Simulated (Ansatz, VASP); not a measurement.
## Sn3P4 in VASP and in Ansatz

```
CELL_PARAMETERS angstrom
3.15142 -4.37938 0.00000
3.15142 4.37938 0.00000
0.00000 0.00000 6.92773
ATOMIC_POSITIONS crystal
Sn 0.14191 0.85809 0.00000
Sn 0.85809 0.14191 0.00000
Sn 0.50000 0.50000 0.50000
P 0.15711 0.84289 0.50000
P 0.84289 0.15711 0.50000
P 0.00000 0.00000 0.25065
P 0.00000 0.00000 0.74935
```

Alike in both runs: task single point; functional PBE; k mesh 4 × 4 × 4; occupations gaussian, width 0.1 eV; no spin polarisation.

|  | VASP | Ansatz |
| --- | --- | --- |
| version | VASP 6.6.1 | Ansatz 0.2.0 |
| potentials or method | VASP PAW PBE potentials, release 64 (Sn_d, P), cutoff 520 eV | scalar-relativistic, plane waves, PAW |
| valence electrons in the cell | 62 | 62 |

VASP gave:

```
gap on the k mesh at the Fermi level (eV)                     : none
pressure (GPa)                                                : 20.2
traceless stress, the component that is largest in VASP (GPa) : -23.23
rms of the force components (eV/Å)                            : 5.367
```

Question: What did Ansatz give for the same quantities?

Answer: gap on the k mesh at the Fermi level (eV): none; pressure (GPa): 20.5; traceless stress, the component that is largest in VASP (GPa): -23.49; rms of the force components (eV/Å): 5.413.

Atom by atom the forces differ by 0.051 eV/Å (rms over components). A gap of «none» marks a metal or a gap that the smearing closes. The functional is the same, so the differences come from potentials, cutoffs and numerics.
